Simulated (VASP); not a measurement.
# Hg (P6_3/mmc) in VASP: further runs

The runs below take Hg through single point, relaxation of cell and atoms, with r2SCAN.

Everything below comes from runs of VASP 6.6.1. Logs are shortened: lines on timing, memory, paths and dates and some standing lists are left out, and cuts for length are marked.

### Step 1. The cell of the first run

The structure is hexagonal, space group P6_3/mmc (No. 194). Conventional cell: a = 3.454 Å, b = 3.454 Å, c = 5.463 Å, α = 90.00°, β = 90.00°, γ = 120.00°. Within 4.4 Å of Hg (site symmetry -6m2) lie 12 Hg at 3.38 to 3.45 Å.

### Step 2. Single point, r2SCAN

POSCAR reads:

```
Hg
1.0
    3.4536153630      0.0000000000      0.0000000000
   -1.7268076815      2.9909186393      0.0000000000
    0.0000000000      0.0000000000      5.4626519673
Hg
2
Direct
    0.6666666667      0.3333333333      0.7500000000
    0.3333333333      0.6666666667      0.2500000000
```

INCAR.step1 reads:

```
PREC = Accurate
ENCUT = 520
ISMEAR = 0
SIGMA = 0.1
LREAL = False
LASPH = True
NELM = 80
NBANDS = 19
GGA = PE
ALGO = Normal
EDIFF = 1E-4
LWAVE = True
LCHARG = False
```

INCAR.step2 reads:

```
PREC = Accurate
ENCUT = 520
EDIFF = 1E-6
ISMEAR = 0
SIGMA = 0.1
LREAL = False
LASPH = True
NELM = 80
ALGO = Normal
ISIF = 2
LWAVE = False
LCHARG = False
METAGGA = R2SCAN
LMIXTAU = True
NBANDS = 19
ISTART = 1
```

KPOINTS reads:

```
Automatic mesh
0
Gamma
  12 12 6
```

Potentials or basis: VASP PAW PBE potentials, release 64 (Hg).

On the command line:

```
$ cat potpaw_PBE.64/Hg/POTCAR > POTCAR
$ cp INCAR.step1 INCAR
$ mpirun -np 1 vasp_std > vasp.out
$ cp INCAR.step2 INCAR
$ mpirun -np 1 vasp_std > vasp.out
```

OUTCAR:

```text
PREC = Accurate
   ENCUT = 520
   EDIFF = 1E-6
   ISMEAR = 0
   LREAL = False
   LASPH = True
   NELM = 80
   ISIF = 2
   METAGGA = R2SCAN
   ISTART = 1

 ion  position               nearest neighbor table
   1  0.667  0.333  0.750-   2 3.38   2 3.38   2 3.38   2 3.38   2 3.38   2 3.38
   2  0.333  0.667  0.250-   1 3.38   1 3.38   1 3.38   1 3.38   1 3.38   1 3.38

  LATTYP: Found a hexagonal cell.
 ALAT       =     3.4536153630
 C/A-ratio  =     1.5817198481

  Lattice vectors:

 A1 = (   3.4536153630,   0.0000000000,   0.0000000000)
 A2 = (  -1.7268076815,   2.9909186393,   0.0000000000)
 A3 = (   0.0000000000,   0.0000000000,   5.4626519673)

Analysis of symmetry for initial positions (statically):
=====================================================================
 Subroutine PRICEL returns:
 Original cell was already a primitive cell.

 Routine SETGRP: Setting up the symmetry group for a
 hexagonal supercell.

 Subroutine GETGRP returns: Found 24 space group operations
 (whereof 12 operations were pure point group operations)
 out of a pool of 24 trial point group operations.

The static configuration has the point symmetry D_3d.
 The point group associated with its full space group is D_6h.

Analysis of symmetry for dynamics (positions and initial velocities):
=====================================================================
 Subroutine PRICEL returns:
 Original cell was already a primitive cell.

 Routine SETGRP: Setting up the symmetry group for a
 hexagonal supercell.

 Subroutine GETGRP returns: Found 24 space group operations
 (whereof 12 operations were pure point group operations)
 out of a pool of 24 trial point group operations.

The dynamic configuration has the point symmetry D_3d.
 The point group associated with its full space group is D_6h.

 Subroutine INISYM returns: Found 24 space group operations
 (whereof 12 operations are pure point group operations),
 and found     1 'primitive' translations

----------------------------------------------------------------------------------------

                                     Primitive cell

  volume of cell :      56.4264

  direct lattice vectors                    reciprocal lattice vectors
     3.453615363  0.000000000  0.000000000     0.289551642  0.167172719  0.000000000
    -1.726807681  2.990918639  0.000000000     0.000000000  0.334345437  0.000000000
     0.000000000  0.000000000  5.462651967     0.000000000  0.000000000  0.183061269

  length of vectors
     3.453615363  3.453615363  5.462651967     0.334345437  0.334345437  0.183061269

  position of ions in fractional coordinates (direct lattice)
     0.666666667  0.333333333  0.750000000
     0.333333333  0.666666667  0.250000000

  ion indices of the primitive-cell ions
   primitive index   ion index
                 1           1
                 2           2

----------------------------------------------------------------------------------------

 KPOINTS: Automatic mesh

Automatic generation of k-mesh.
 Grid dimensions read from file:
 generate k-points for:   12   12    6

 Generating k-lattice:

  Cartesian coordinates                     Fractional coordinates (reciprocal lattice)
     0.024129304  0.013931060  0.000000000     0.083333333  0.000000000  0.000000000
     0.000000000  0.027862120  0.000000000     0.000000000  0.083333333  0.000000000
     0.000000000  0.000000000  0.030510211     0.000000000  0.000000000  0.166666667

  Length of vectors
     0.027862120  0.027862120  0.030510211

  Shift w.r.t. Gamma in fractional coordinates (k-lattice)
     0.000000000  0.000000000  0.000000000

 Subroutine IBZKPT returns following result:
 ===========================================

 Found     76 irreducible k-points:

 Following reciprocal coordinates:
            Coordinates               Weight
  0.000000  0.000000  0.000000      1.000000
  0.083333 -0.000000  0.000000      6.000000
  0.166667  0.000000  0.000000      6.000000
  0.250000  0.000000  0.000000      6.000000
  0.333333  0.000000  0.000000      6.000000
  0.416667 -0.000000  0.000000      6.000000
[... 16 lines left out ...]
  0.250000  0.000000  0.166667     12.000000
  0.333333  0.000000  0.166667     12.000000
 [... further k-points ...]
   k-points           NKPTS =     76   k-points in BZ     NKDIM =     76   number of bands    NBANDS=     19
   number of dos      NEDOS =    301   number of ions     NIONS =      2
   total plane-waves  NPLWV =  32928
   dimension x,y,z NGX =    28 NGY =   28 NGZ =   42
   dimension x,y,z NGXF=    56 NGYF=   56 NGZF=   84
   ions per type =               2
   NGX,Y,Z   is equivalent  to a cutoff of  13.48, 13.48, 12.78 a.u.
   NGXF,Y,Z  is equivalent  to a cutoff of  26.96, 26.96, 25.56 a.u.
 SYSTEM =  unknown system
   PREC   = accura    normal or accurate (medium, high low for compatibility)
   ISTART =      1    job   : 0-new  1-cont  2-samecut
   ICHARG =      0    charge: 1-file 2-atom 10-const
   ISPIN  =      1    spin polarized calculation?
   LNONCOLLINEAR =      F non collinear calculations
   LSORBIT =      F    spin-orbit coupling
   LASPH  =      T    aspherical Exc in radial PAW
   ENCUT  =  520.0 eV  38.22 Ry    6.18 a.u.   6.42  6.42 10.16*2*pi/ulx,y,z
   NELM   =     80;   NELMIN=  2; NELMDL=  0     # of ELM steps
   EDIFF  = 0.1E-05   stopping-criterion for ELM
   LREAL  =      F    real-space projection
   EDIFFG = 0.1E-04   stopping-criterion for IOM
   NSW    =      0    number of steps for IOM
   IBRION =     -1    ionic relax: 0-MD 1-quasi-New 2-CG
   NFREE  =      0    steps in history (QN), initial steepest desc. (CG)
   ISIF   =      2    stress and relaxation
   ISYM   =      2    0-nonsym 1-usesym 2-fastsym
   POTIM  = 0.5000    time-step for ionic-motion
   TEBEG  =    0.0;   TEEND  =   0.0 temperature during run
   PSTRESS=    0.0 pullay stress
   NELECT =      24.0000    total number of electrons
   NUPDOWN=      -1.0000    fix difference up-down
   EMIN   =  10.00;   EMAX   =-10.00  energy-range for DOS
   EFERMI =   0.00;   METHOD = LEGACY
   ISMEAR =     0;   SIGMA  =   0.10  broadening in eV -4-tet -1-fermi 0-gaus
   EFERMI_NEDOS =   21; number of points for ismear=-14 and -15
   IALGO  =     38    algorithm
   IMIX   =      4    mixing-type and parameters
     AMIX     =   0.40;   BMIX     =  1.00
     AMIX_MAG =   1.60;   BMIX_MAG =  1.00
  volume/ion in A,a.u.               =      28.21       190.39
  Fermi-wavevector in a.u.,A,eV,Ry     =   1.231170  2.326573 20.623419  1.515779
  Thomas-Fermi vector in A             =   2.365990
   LORBIT       =      0    0 simple, 1 ext, 2 COOP (PROOUT), +10 PAW based schemes
   METAGGA = R2SCAN    functional components
   LHFCALC =     F    Hartree Fock is set to
   AEXX    =    0.0000 exact exchange contribution
   IVDW    =     0    specifies the selected vdW correction
   LEPSILON=     F    determine dielectric tensor
   LRPA    =     F    only Hartree local field effects (RPA)
 non-spin polarized calculation
 Gauss-broadening in eV      SIGMA  =   0.10
  energy-cutoff  :      520.00
  volume of cell :       56.43
 maximum number of plane-waves:      1546
 NGX is ok and might be reduce to    28
   NGX = 13   NGY = 13   NGZ = 21

 number of electron      23.9999999 magnetization

 Free energy of the ion-electron system (eV)
  ---------------------------------------------------
  ext. energy  EPLUGINS =         0.00000000
  ---------------------------------------------------
  free energy    TOTEN  =       -98.72355757 eV

  energy without entropy =      -98.72255672  energy(sigma->0) =      -98.72305714

 E-fermi :   0.9214     XC(G=0): -10.3983

 val. band max:        0.8445365151   @ k =   0.2500   0.2500   0.0000
 cond. band min:       0.9716660547   @ k =   0.0833  -0.0000   0.0000
 fundamental gap:      0.1271295396
 Fermi energy:         0.9214397789

 k-point     1 :       0.0000    0.0000    0.0000
  band No.  band energies     occupation
      1      -6.5289      2.00000
      2      -6.0858      2.00000
      3      -5.4482      2.00000
      4      -5.4482      2.00000
      5      -5.4474      2.00000
      6      -5.3473      2.00000
[... 11 lines left out ...]
     18      14.6425      0.00000
     19      15.4231      0.00000

 k-point     2 :       0.0833   -0.0000    0.0000
  band No.  band energies     occupation
      1      -6.3980      2.00000
      2      -6.0322      2.00000
      3      -5.5153      2.00000
      4      -5.4026      2.00000
      5      -5.3736      2.00000
      6      -5.3496      2.00000
[... 11 lines left out ...]
     18      15.3524      0.00000
     19      15.8673      0.00000

 k-point     3 :       0.1667    0.0000    0.0000
  band No.  band energies     occupation
      1      -6.0665      2.00000
      2      -5.9229      2.00000
      3      -5.5390      2.00000
      4      -5.3949      2.00000
      5      -5.3667      2.00000
      6      -5.3515      2.00000
[... 11 lines left out ...]
     18      14.4467      0.00000
     19      15.1554      0.00000

 k-point     4 :       0.2500    0.0000    0.0000
  band No.  band energies     occupation
      1      -5.9124      2.00000
      2      -5.8408      2.00000
      3      -5.5501      2.00000
      4      -5.4249      2.00000
      5      -5.4119      2.00000
      6      -5.2628      2.00000
[... 11 lines left out ...]
     18      13.4058      0.00000
     19      14.4077      0.00000

 k-point     5 :       0.3333    0.0000    0.0000
  band No.  band energies     occupation
      1      -5.9888      2.00000
      2      -5.8317      2.00000
      3      -5.7164      2.00000
      4      -5.4919      2.00000
      5      -5.2930      2.00000
      6      -5.1535      2.00000
[... 11 lines left out ...]
     18      13.0094      0.00000
     19      13.5694      0.00000
[... 334 lines left out ...]
      2      -5.9981      2.00000
      3      -5.5268      2.00000
      4      -5.4558      2.00000
      5      -5.4437      2.00000
      6      -5.3874      2.00000
[... 11 lines left out ...]
     18      14.6945      0.00000
     19      14.7402      0.00000

 k-point    22 :       0.1667    0.0000    0.1667
  band No.  band energies     occupation
      1      -5.9526      2.00000
      2      -5.8845      2.00000
      3      -5.5525      2.00000
      4      -5.4468      2.00000
      5      -5.3938      2.00000
      6      -5.3277      2.00000
[... 11 lines left out ...]
     18      14.3214      0.00000
     19      14.5077      0.00000

 k-point    23 :       0.2500    0.0000    0.1667
  band No.  band energies     occupation
      1      -5.8999      2.00000
      2      -5.8397      2.00000
      3      -5.5263      2.00000
      4      -5.4227      2.00000
      5      -5.4034      2.00000
      6      -5.2836      2.00000
[... 11 lines left out ...]
     18      13.7044      0.00000
     19      13.7382      0.00000

 k-point    24 :       0.3333    0.0000    0.1667
  band No.  band energies     occupation
      1      -5.9726      2.00000
      2      -5.9203      2.00000
      3      -5.6071      2.00000
      4      -5.4498      2.00000
      5      -5.3871      2.00000
      6      -5.2463      2.00000
[... 11 lines left out ...]
     18      12.9530      0.00000
     19      13.1168      0.00000

 [... further k-points ...]
[... 5 lines left out ...]
  --------------------------------------------------------------------------------------
  -------------------------------------------------------------------------------------
  Total        0.0323160      0.0323160      0.0379533      0.0000000      0.0000000     -0.0000000
  in kB        0.9175847      0.9175847      1.0776512      0.0000000      0.0000000     -0.0000000
  external PRESSURE =       0.9709402 kB  Pullay stress =       0.0000000 kB

 VOLUME and BASIS-vectors are now :
 -----------------------------------------------------------------------------
  energy-cutoff  :      520.00
  volume of cell :       56.43
      direct lattice vectors                 reciprocal lattice vectors
     3.453615363  0.000000000  0.000000000     0.289551642  0.167172719  0.000000000
    -1.726807681  2.990918639  0.000000000     0.000000000  0.334345437  0.000000000
     0.000000000  0.000000000  5.462651967     0.000000000  0.000000000  0.183061269

 POSITION                                       TOTAL-FORCE (eV/Angst)
 -----------------------------------------------------------------------------------
      1.72681      0.99697      4.09699        -0.000000     -0.000000      0.000000
     -0.00000      1.99395      1.36566         0.000000      0.000000      0.000000
 -----------------------------------------------------------------------------------
    total drift:                               -0.000000      0.000000     -0.000000

  FREE ENERGIE OF THE ION-ELECTRON SYSTEM (eV)
  ---------------------------------------------------
  free  energy   TOTEN  =       -98.7235575658 eV

  energy  without entropy=      -98.7225567216  energy(sigma->0) =      -98.72305714
```

Run time: 8.4 min. Hardware: 1 thread of Intel Xeon 8259CL, shared host; peak memory 0.23 GiB.

Results:

```yaml
Free_energy: -98.7236 eV
Pressure: 0.1 GPa
Band_gap_on_the_k_mesh: zero (bands 12 and 13 overlap by 0.09 eV)
```

Caveat: the PAW data sets were made with another functional, which shifts forces and pressure a little; spin-orbit coupling is left out, which moves the levels of the heavy elements.

### Step 3. Relaxation of cell and atoms, r2SCAN

POSCAR is that of step 2.

INCAR.step1 reads:

```
  PREC = Accurate
  ENCUT = 600
  ISMEAR = 0
  SIGMA = 0.1
  LREAL = False
  LASPH = True
  NELM = 100
  GGA = PE
  ALGO = Normal
  EDIFF = 1E-4
  LWAVE = True
  LCHARG = False
```

INCAR.step2 reads:

```
  PREC = Accurate
  ENCUT = 600
  EDIFF = 1E-6
  ISMEAR = 0
  SIGMA = 0.1
  LREAL = False
  LASPH = True
  NELM = 100
  ALGO = Normal
  ISIF = 3
  LWAVE = False
  LCHARG = False
  METAGGA = R2SCAN
  LMIXTAU = True
  IBRION = 2
  NSW = 90
  EDIFFG = -0.02
  ISTART = 1
```

KPOINTS reads:

```
regular mesh
0
Gamma
  12 12 6
```

Potentials or basis: VASP PAW PBE potentials, release 64 (Hg).

On the command line:

```
$ cat potpaw_PBE.64/Hg/POTCAR > POTCAR
$ cp INCAR.step1 INCAR
$ mpirun -np 1 vasp_std > vasp.out
$ cp INCAR.step2 INCAR
$ mpirun -np 1 vasp_std > vasp.out
```

Wall time 11 min (1 thread of Intel Xeon 8259CL, shared host); peak memory 0.26 GiB.

Results (log left out):

* Free energy: -98.7236 eV
* Relaxed volume: 28.34 Å³/atom
* Relaxed cell: a = 3.459 Å, b = 3.459 Å, c = 5.472 Å, α = 90.00°, β = 90.00°, γ = 120.00°
* Space group after relaxing (to 0.1 Å): P6_3/mmc (No. 194)
* Energy gained by relaxing: 0.1 meV/atom
* Ionic steps: 2
* Pressure after relaxing: 0.1 GPa
* Band gap on the k mesh: zero (bands 12 and 13 overlap by 0.06 eV)

Step by step:
```
step  energy change (eV)  largest force (eV/Å)  pressure (GPa)  volume (Å³)
   1              0.0000                0.0000            0.18        56.43
   2             -0.0002                0.0000            0.10        56.69
```

Final structure:
```yaml
crystal:
  lattice:
    - [3.45879, 0.00000, 0.00000]
    - [-1.72940, 2.99540, 0.00000]
    - [0.00000, 0.00000, 5.47154]
  atoms:
    - { symbol: Hg, position: [0.66667, 0.33333, 0.75000] }
    - { symbol: Hg, position: [0.33333, 0.66667, 0.25000] }
```

Levels at points of the mesh, in eV from the Fermi level:
```
           k point  band 10  band 11  band 12  band 13  band 14  band 15
(0.00, 0.00, 0.00)    -5.64    -5.64    -1.30    -0.15    11.47    11.47
(0.50, 0.00, 0.00)    -5.55    -2.30    -1.61     2.74     3.66     4.52
(0.00, 0.00, 0.50)    -5.80    -5.60    -5.60     6.99     6.99    12.51
(0.50, 0.00, 0.50)    -5.59    -1.15    -1.15     0.52     0.52     8.86
```

Caveat: the PAW data sets were made with another functional, which shifts forces and pressure a little; spin-orbit coupling is left out, which moves the levels of the heavy elements.

The gap in the log of VASP goes by the Fermi energy; the results here count the filled bands.